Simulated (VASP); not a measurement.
# Zn (P6_3/mmc) in VASP: further runs

The runs below take Zn through single point, with PBEsol.

Program: VASP 6.6.1. These are calculated values, not measurements. Logs are shortened: lines on timing, memory, paths and dates and some standing lists are left out, and cuts for length are marked.

### Step 1. The cell of the first run

Symmetry: P6_3/mmc, No. 194, hexagonal system. Conventional cell: a = 2.691 Å, b = 2.691 Å, c = 4.947 Å, α = 90.00°, β = 90.00°, γ = 120.00°. Within 3.5 Å of Zn (site symmetry -6m2) lie 12 Zn at 2.69 to 2.92 Å.

### Step 2. Single point, PBEsol (equal xx and yy strain of +1 %)

INCAR

```
ALGO = Normal ; EDIFF = 1E-7
ENCUT = 520 ; GGA = PS
ISIF = 2 ; ISMEAR = -1
LASPH = T ; LCHARG = F
LREAL = F ; LWAVE = F
NBANDS = 19 ; NELM = 80
PREC = Accurate ; SIGMA = 0.03
```

KPOINTS

```
k-points
0
Gamma
  18 18 8
```

POSCAR

```
Zn
1.0
    2.6914460337      0.0000000000      0.0000000000
   -1.3457230169      2.3308606381      0.0000000000
    0.0000000000      0.0000000000      4.9467000000
Zn
2
Direct
    0.3333333333      0.6666666667      0.2500000000
    0.6666666667      0.3333333333      0.7500000000
```

Potentials or basis: VASP PAW PBE potentials, release 64 (Zn).

Launch:

```
> cat potpaw_PBE.64/Zn/POTCAR > POTCAR
> mpirun -np 1 vasp_std > vasp.out
```

OUTCAR:

```text
EDIFF = 1E-7
   ENCUT = 520
   GGA = PS
   ISIF = 2
   ISMEAR = -1
   LASPH = T
   LREAL = F
   NELM = 80
   PREC = Accurate

 ion  position               nearest neighbor table
   1  0.333  0.667  0.250-   2 2.92   2 2.92   2 2.92   2 2.92   2 2.92   2 2.92
   2  0.667  0.333  0.750-   1 2.92   1 2.92   1 2.92   1 2.92   1 2.92   1 2.92

  LATTYP: Found a hexagonal cell.
 ALAT       =     2.6914460337
 C/A-ratio  =     1.8379339352

  Lattice vectors:

 A1 = (   2.6914460337,   0.0000000000,   0.0000000000)
 A2 = (  -1.3457230169,   2.3308606381,   0.0000000000)
 A3 = (   0.0000000000,   0.0000000000,   4.9467000000)

Analysis of symmetry for initial positions (statically):
=====================================================================
 Subroutine PRICEL returns:
 Original cell was already a primitive cell.

 Routine SETGRP: Setting up the symmetry group for a
 hexagonal supercell.

 Subroutine GETGRP returns: Found 24 space group operations
 (whereof 12 operations were pure point group operations)
 out of a pool of 24 trial point group operations.

The static configuration has the point symmetry D_3d.
 The point group associated with its full space group is D_6h.

Analysis of symmetry for dynamics (positions and initial velocities):
=====================================================================
 Subroutine PRICEL returns:
 Original cell was already a primitive cell.

 Routine SETGRP: Setting up the symmetry group for a
 hexagonal supercell.

 Subroutine GETGRP returns: Found 24 space group operations
 (whereof 12 operations were pure point group operations)
 out of a pool of 24 trial point group operations.

The dynamic configuration has the point symmetry D_3d.
 The point group associated with its full space group is D_6h.

 Subroutine INISYM returns: Found 24 space group operations
 (whereof 12 operations are pure point group operations),
 and found     1 'primitive' translations

----------------------------------------------------------------------------------------

                                     Primitive cell

  volume of cell :      31.0326

  direct lattice vectors                    reciprocal lattice vectors
     2.691446034  0.000000000  0.000000000     0.371547483  0.214513039  0.000000000
    -1.345723017  2.330860638  0.000000000     0.000000000  0.429026079  0.000000000
     0.000000000  0.000000000  4.946700000     0.000000000  0.000000000  0.202154972

  length of vectors
     2.691446034  2.691446034  4.946700000     0.429026079  0.429026079  0.202154972

  position of ions in fractional coordinates (direct lattice)
     0.333333333  0.666666667  0.250000000
     0.666666667  0.333333333  0.750000000

  ion indices of the primitive-cell ions
   primitive index   ion index
                 1           1
                 2           2

----------------------------------------------------------------------------------------

 KPOINTS: k-points

Automatic generation of k-mesh.
 Grid dimensions read from file:
 generate k-points for:   18   18    8

 Generating k-lattice:

  Cartesian coordinates                     Fractional coordinates (reciprocal lattice)
     0.020641527  0.011917391  0.000000000     0.055555556  0.000000000  0.000000000
     0.000000000  0.023834782  0.000000000     0.000000000  0.055555556  0.000000000
     0.000000000  0.000000000  0.025269372     0.000000000  0.000000000  0.125000000

  Length of vectors
     0.023834782  0.023834782  0.025269372

  Shift w.r.t. Gamma in fractional coordinates (k-lattice)
     0.000000000  0.000000000  0.000000000

 Subroutine IBZKPT returns following result:
 ===========================================

 Found    185 irreducible k-points:

 Following reciprocal coordinates:
            Coordinates               Weight
  0.000000  0.000000  0.000000      1.000000
  0.055556  0.000000  0.000000      6.000000
  0.111111  0.000000  0.000000      6.000000
  0.166667 -0.000000  0.000000      6.000000
  0.222222 -0.000000  0.000000      6.000000
  0.277778  0.000000  0.000000      6.000000
[... 16 lines left out ...]
  0.333333  0.111111  0.000000     12.000000
  0.388889  0.111111  0.000000     12.000000
 [... further k-points ...]
   k-points           NKPTS =    185   k-points in BZ     NKDIM =    185   number of bands    NBANDS=     19
   number of dos      NEDOS =    301   number of ions     NIONS =      2
   total plane-waves  NPLWV =  16000
   dimension x,y,z NGX =    20 NGY =   20 NGZ =   40
   dimension x,y,z NGXF=    40 NGYF=   40 NGZF=   80
   ions per type =               2
   NGX,Y,Z   is equivalent  to a cutoff of  12.35, 12.35, 13.44 a.u.
   NGXF,Y,Z  is equivalent  to a cutoff of  24.71, 24.71, 26.89 a.u.
 SYSTEM =  unknown system
   PREC   = accura    normal or accurate (medium, high low for compatibility)
   ISTART =      0    job   : 0-new  1-cont  2-samecut
   ICHARG =      2    charge: 1-file 2-atom 10-const
   ISPIN  =      1    spin polarized calculation?
   LNONCOLLINEAR =      F non collinear calculations
   LSORBIT =      F    spin-orbit coupling
   LASPH  =      T    aspherical Exc in radial PAW
   ENCUT  =  520.0 eV  38.22 Ry    6.18 a.u.   5.00  5.00  9.20*2*pi/ulx,y,z
   NELM   =     80;   NELMIN=  2; NELMDL= -5     # of ELM steps
   EDIFF  = 0.1E-06   stopping-criterion for ELM
   LREAL  =      F    real-space projection
   EDIFFG = 0.1E-05   stopping-criterion for IOM
   NSW    =      0    number of steps for IOM
   IBRION =     -1    ionic relax: 0-MD 1-quasi-New 2-CG
   NFREE  =      0    steps in history (QN), initial steepest desc. (CG)
   ISIF   =      2    stress and relaxation
   ISYM   =      2    0-nonsym 1-usesym 2-fastsym
   POTIM  = 0.5000    time-step for ionic-motion
   TEBEG  =    0.0;   TEEND  =   0.0 temperature during run
   PSTRESS=    0.0 pullay stress
   NELECT =      24.0000    total number of electrons
   NUPDOWN=      -1.0000    fix difference up-down
   EMIN   =  10.00;   EMAX   =-10.00  energy-range for DOS
   EFERMI =   0.00;   METHOD = LEGACY
   ISMEAR =    -1;   SIGMA  =   0.03  broadening in eV -4-tet -1-fermi 0-gaus
   EFERMI_NEDOS =   21; number of points for ismear=-14 and -15
   IALGO  =     38    algorithm
   IMIX   =      4    mixing-type and parameters
     AMIX     =   0.40;   BMIX     =  1.00
     AMIX_MAG =   1.60;   BMIX_MAG =  1.00
  volume/ion in A,a.u.               =      15.52       104.71
  Fermi-wavevector in a.u.,A,eV,Ry     =   1.502702  2.839694 30.723477  2.258112
  Thomas-Fermi vector in A             =   2.613908
   LORBIT       =      0    0 simple, 1 ext, 2 COOP (PROOUT), +10 PAW based schemes
   GGA     = PS    functional components
   LHFCALC =     F    Hartree Fock is set to
   AEXX    =    0.0000 exact exchange contribution
   IVDW    =     0    specifies the selected vdW correction
   LEPSILON=     F    determine dielectric tensor
   LRPA    =     F    only Hartree local field effects (RPA)
 non-spin polarized calculation
  energy-cutoff  :      520.00
  volume of cell :       31.03
 maximum number of plane-waves:       855
 NGX is ok and might be reduce to    20
   NGX =  9   NGY =  9   NGZ = 19

 number of electron      23.9999998 magnetization

 Free energy of the ion-electron system (eV)
  ---------------------------------------------------
  ext. energy  EPLUGINS =         0.00000000
  ---------------------------------------------------
  free energy    TOTEN  =        -3.11481446 eV

  energy without entropy =       -3.11307842  energy(sigma->0) =       -3.11394644

 E-fermi :   2.9328     XC(G=0): -11.5979

 val. band max:        2.9283541826   @ k =   0.3333   0.2778   0.1250
 cond. band min:       2.9553730721   @ k =   0.4444   0.0556   0.3750
 fundamental gap:      0.0270188895
 Fermi energy:         2.9328450246

 k-point     1 :       0.0000    0.0000    0.0000
  band No.  band energies     occupation
      1      -7.4555      2.00000
      2      -5.6736      2.00000
      3      -5.0013      2.00000
      4      -4.7927      2.00000
      5      -4.7927      2.00000
      6      -4.7421      2.00000
[... 11 lines left out ...]
     18      21.4033      0.00000
     19      21.4033      0.00000

 k-point     2 :       0.0556    0.0000    0.0000
  band No.  band energies     occupation
      1      -7.3658      2.00000
      2      -5.6356      2.00000
      3      -4.9928      2.00000
      4      -4.8008      2.00000
      5      -4.7721      2.00000
      6      -4.7515      2.00000
[... 11 lines left out ...]
     18      20.8023      0.00000
     19      22.2054      0.00000

 k-point     3 :       0.1111    0.0000    0.0000
  band No.  band energies     occupation
      1      -7.1000      2.00000
      2      -5.5320      2.00000
      3      -4.9746      2.00000
      4      -4.8182      2.00000
      5      -4.7700      2.00000
      6      -4.7122      2.00000
[... 11 lines left out ...]
     18      20.2668      0.00000
     19      21.6293      0.00000

 k-point     4 :       0.1667   -0.0000    0.0000
  band No.  band energies     occupation
      1      -6.6722      2.00000
      2      -5.3986      2.00000
      3      -4.9619      2.00000
      4      -4.8422      2.00000
      5      -4.7480      2.00000
      6      -4.6573      2.00000
[... 11 lines left out ...]
     18      18.7967      0.00000
     19      19.8606      0.00000

 k-point     5 :       0.2222   -0.0000    0.0000
  band No.  band energies     occupation
      1      -6.1296      2.00000
      2      -5.3081      2.00000
      3      -4.9249      2.00000
      4      -4.8535      2.00000
      5      -4.8245      2.00000
      6      -4.6350      2.00000
[... 11 lines left out ...]
     18      18.1455      0.00000
     19      18.7930      0.00000

 k-point     6 :       0.2778    0.0000    0.0000
  band No.  band energies     occupation
      1      -5.6428      2.00000
      2      -5.3094      2.00000
      3      -4.9784      2.00000
      4      -4.8547      2.00000
      5      -4.7490      2.00000
      6      -4.6285      2.00000
[... 11 lines left out ...]
     18      17.6363      0.00000
     19      19.3503      0.00000

 k-point     7 :       0.3333   -0.0000    0.0000
  band No.  band energies     occupation
      1      -5.4555      2.00000
      2      -5.3494      2.00000
      3      -5.1030      2.00000
      4      -4.7754      2.00000
      5      -4.6934      2.00000
      6      -4.6133      2.00000
[... 11 lines left out ...]
     18      17.2429      0.00000
     19      18.9678      0.00000

 k-point     8 :       0.3889   -0.0000    0.0000
  band No.  band energies     occupation
      1      -5.4549      2.00000
      2      -5.3791      2.00000
      3      -5.1929      2.00000
      4      -4.7454      2.00000
      5      -4.7049      2.00000
      6      -4.6408      2.00000
[... 256 lines left out ...]
 k-point    20 :       0.1667    0.1111    0.0000
  band No.  band energies     occupation
      1      -5.8976      2.00000
      2      -5.2141      2.00000
      3      -4.9963      2.00000
      4      -4.8592      2.00000
      5      -4.8573      2.00000
      6      -4.7359      2.00000
[... 11 lines left out ...]
     18      17.7345      0.00000
     19      18.6953      0.00000

 k-point    21 :       0.2222    0.1111    0.0000
  band No.  band energies     occupation
      1      -5.4397      2.00000
      2      -5.2161      2.00000
      3      -4.9902      2.00000
      4      -4.9014      2.00000
      5      -4.8334      2.00000
      6      -4.7055      2.00000
[... 11 lines left out ...]
     18      16.9495      0.00000
     19      18.0772      0.00000

 k-point    22 :       0.2778    0.1111    0.0000
  band No.  band energies     occupation
      1      -5.3109      2.00000
      2      -5.2534      2.00000
      3      -5.0978      2.00000
      4      -4.7721      2.00000
      5      -4.7446      2.00000
      6      -4.6952      2.00000
[... 11 lines left out ...]
     18      16.3099      0.00000
     19      17.5614      0.00000

 k-point    23 :       0.3333    0.1111    0.0000
  band No.  band energies     occupation
      1      -5.3516      2.00000
      2      -5.2716      2.00000
      3      -5.1754      2.00000
      4      -4.7701      2.00000
      5      -4.6996      2.00000
      6      -4.6478      2.00000
[... 11 lines left out ...]
     18      15.8362      0.00000
     19      17.1755      0.00000

 k-point    24 :       0.3889    0.1111    0.0000
  band No.  band energies     occupation
      1      -5.3897      2.00000
      2      -5.2933      2.00000
      3      -5.2218      2.00000
      4      -4.7821      2.00000
      5      -4.6857      2.00000
      6      -4.6538      2.00000
[... 11 lines left out ...]
     18      15.5450      0.00000
     19      16.9400      0.00000

 [... further k-points ...]

------------------------ aborting loop because EDIFF is reached ----------------------------------------

  FORCE on cell =-STRESS in cart. coord.  units (eV):
  Direction    XX          YY          ZZ          XY          YZ          ZX
  --------------------------------------------------------------------------------------
  -------------------------------------------------------------------------------------
  Total       -1.3718248     -1.3718248     -0.9289758      0.0000000     -0.0000000      0.0000000
  in kB      -70.8258311    -70.8258311    -47.9620140      0.0000000     -0.0000000      0.0000000
  external PRESSURE =     -63.2045587 kB  Pullay stress =       0.0000000 kB

 VOLUME and BASIS-vectors are now :
 -----------------------------------------------------------------------------
  energy-cutoff  :      520.00
  volume of cell :       31.03
      direct lattice vectors                 reciprocal lattice vectors
     2.691446034  0.000000000  0.000000000     0.371547483  0.214513039  0.000000000
    -1.345723017  2.330860638  0.000000000     0.000000000  0.429026079  0.000000000
     0.000000000  0.000000000  4.946700000     0.000000000  0.000000000  0.202154972

 POSITION                                       TOTAL-FORCE (eV/Angst)
 -----------------------------------------------------------------------------------
     -0.00000      1.55391      1.23667        -0.000000      0.000000      0.000000
      1.34572      0.77695      3.71002         0.000000      0.000000      0.000000
 -----------------------------------------------------------------------------------
    total drift:                                0.000000     -0.000000      0.000000

  FREE ENERGIE OF THE ION-ELECTRON SYSTEM (eV)
  ---------------------------------------------------
  free  energy   TOTEN  =        -3.1148144577 eV

  energy  without entropy=       -3.1130784187  energy(sigma->0) =       -3.11394644
```

It took 1.9 min on 1 thread of Intel Xeon 8259CL, shared host; peak memory 0.21 GiB.

Results:

```
Free energy            : -3.1148 eV
Pressure               : -6.3 GPa
Band gap on the k mesh : zero (bands 12 and 13 overlap by 4.47 eV)
```

Caveat: the cell differs from its parent crystal (equal xx and yy strain of +1 %); the cell stands under tension; the PAW data sets were made with another functional, which shifts forces and pressure a little.

### Step 3. Single point, PBEsol (14.30 Å³/atom)

This run uses another cell than the first one, of 14.30 Å³/atom.

INCAR

```
SYSTEM = Zn
  PREC = Accurate
  ENCUT = 520
  EDIFF = 1E-6
  ISMEAR = -1
  SIGMA = 0.03
  LREAL = .FALSE.
  LASPH = .TRUE.
  NELM = 60
  ALGO = Normal
  ISIF = 2
  LWAVE = .FALSE.
  LCHARG = .TRUE.
  GGA = PS
  LELF = .TRUE.
  LVHAR = .TRUE.
  NBANDS = 19
```

KPOINTS

```
regular mesh
0
G
  18 18 8
  0 0 0
```

POSCAR

```
Zn
1.0
    2.6103991554      0.0000000000      0.0000000000
   -1.3051995777      2.2606719826      0.0000000000
    0.0000000000      0.0000000000      4.8457186040
Zn
2
Direct
    0.3333333333      0.6666666667      0.2500000000
    0.6666666667      0.3333333333      0.7500000000
```

Potentials or basis: VASP PAW PBE potentials, release 64 (Zn).

Launch:

```
> cat potpaw_PBE.64/Zn/POTCAR > POTCAR
> mpirun -np 1 vasp_std > vasp.out
```

Run time: 27 s. Hardware: 1 thread of Intel Xeon 6975P-C (Granite Rapids), shared host; peak memory 0.2 GiB.

It converged, with:

```
Free energy            : -3.1716 eV
Pressure               : -0.3 GPa
Band gap on the k mesh : zero (bands 12 and 13 overlap by 4.64 eV)
```

Stress tensor (GPa, compression positive):
```
-0.41  0.00  0.00
 0.00 -0.41  0.00
 0.00  0.00  0.01
```

Levels at points of the mesh, in eV from the Fermi level:
| k point | band 10 | band 11 | band 12 | band 13 | band 14 | band 15 |
| --- | --- | --- | --- | --- | --- | --- |
| (0.00, 0.00, 0.00) | -7.30 | -7.30 | -4.12 | -3.13 | 14.03 | 17.74 |
| (0.50, 0.00, 0.00) | -7.09 | -3.19 | -2.35 | 2.62 | 3.44 | 4.32 |
| (0.00, 0.00, 0.50) | -7.40 | -7.40 | -7.40 | 4.63 | 4.63 | 19.45 |
| (0.50, 0.00, 0.50) | -7.10 | -2.22 | -2.22 | 0.11 | 0.11 | 10.39 |

Caveat: the PAW data sets were made with another functional, which shifts forces and pressure a little.

[end of part 1 of 2]
